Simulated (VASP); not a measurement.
Write the native input for VASP 6.6.1 that does the following.

| Property | Result |
| --- | --- |
| Task | single point |
| Functional | PBE |
| Potentials or basis | VASP PAW PBE potentials, release 64 (Ge_d, Te, O) |
| Cutoff | 520 eV |
| k mesh | 4 × 4 × 2 |
| Occupations | gaussian, width 0.1 eV |
| Spin | no spin polarisation |
| Dipole correction | no |
| Further INCAR settings | ALGO = Fast; EDIFF = 1e-06; NBANDS = 39 |

The structure of Ge3Te2O lies in POSCAR:

```
Ge3Te2O
1.0
    3.8117805915      0.0000000000      0.0000000000
    0.0000000000      3.8117805915      0.0000000000
    0.0000000000      0.0000000000      9.0415796120
Ge Te O
3 2 1
Direct
    0.5000000000      0.0000000000      0.3887384573
    0.0000000000      0.5000000000      0.6112615427
    0.0000000000      0.0000000000      0.0000000000
    0.5000000000      0.0000000000      0.7242297454
    0.0000000000      0.5000000000      0.2757702546
    0.5000000000      0.5000000000      0.0000000000
```

The cell was generated, and may not be a known phase.

One way to write it, as run:

INCAR

```
  PREC = Accurate
  ENCUT = 520
  EDIFF = 1E-6
  ISMEAR = 0
  SIGMA = 0.1
  LREAL = False
  LASPH = True
  NELM = 60
  ALGO = Fast
  ISIF = 2
  LWAVE = False
  LCHARG = False
  GGA = PE
  NBANDS = 39
```

KPOINTS

```
Automatic mesh
0
Gamma
  4 4 2
```

Potentials or basis: VASP PAW PBE potentials, release 64 (Ge_d, Te, O).

The run is started by

```sh
$ cat potpaw_PBE.64/Ge_d/POTCAR potpaw_PBE.64/Te/POTCAR potpaw_PBE.64/O/POTCAR > POTCAR
$ mpirun -np 1 vasp_std > vasp.out
```

Results of the run:

```
Pressure               : 0.0 GPa
Largest force          : 0.025 eV/Å
Band gap on the k mesh : zero (bands 30 and 31 overlap by 1.16 eV)
```

Caveat: the k points lie up to 0.41 Å⁻¹ apart, too coarse for converged energies and pressures of a metal; spin-orbit coupling is left out, which moves the levels of the heavy elements.

Wall time 37 s on 1 thread of Oxide Virtual Turin-like Processor (shared host), peak memory 0.22 GiB.
